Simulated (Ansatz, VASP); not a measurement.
## Two plane-wave programs on B

```xyz
12
Lattice="2.4383 1.4077 4.1666 -2.4383 1.4077 4.1666 0.0000 -2.8155 4.1666" Properties=species:S:1:pos:R:3 pbc="T T T"
B    -1.5683    0.9055    2.8127
B     0.0000   -1.8109    2.8127
B     1.5683    0.9055    2.8127
B     1.5683   -0.9055    9.6871
B    -1.5683   -0.9055    9.6871
B     0.0000    1.8109    9.6871
B    -0.9953    0.5746    4.4706
B     0.0000   -1.1493    4.4706
B     0.9953    0.5746    4.4706
B     0.9953   -0.5746    8.0291
B    -0.9953   -0.5746    8.0291
B     0.0000    1.1493    8.0291
```

Alike in both runs: functional PBEsol; k mesh 9 × 9 × 9; occupations gaussian, width 0.02 eV; no spin polarisation.

Ansatz relaxed the structure, and its values are those at the end. VASP's run is a single point on that final structure, the one shown.

|  | VASP | Ansatz |
| --- | --- | --- |
| version | VASP 6.6.1 | Ansatz 0.2.0 |
| potentials or method | VASP PAW PBE potentials, release 64 (B), cutoff 520 eV | scalar-relativistic, plane waves, PAW |
| valence electrons in the cell | 36 | 36 |

VASP gave:

```
gap on the k mesh at the Fermi level (eV) : 1.35
least direct gap on the mesh (eV)         : 1.67
pressure (GPa)                            : 0.4
rms of the force components (eV/Å)        : 0.015
```

**Question.** What did Ansatz give for the same quantities?

**Answer.** gap on the k mesh at the Fermi level (eV): 1.35; least direct gap on the mesh (eV): 1.68; pressure (GPa): 0.0; rms of the force components (eV/Å): 0.001.

VASP's potentials were made for PBE, not for PBEsol.
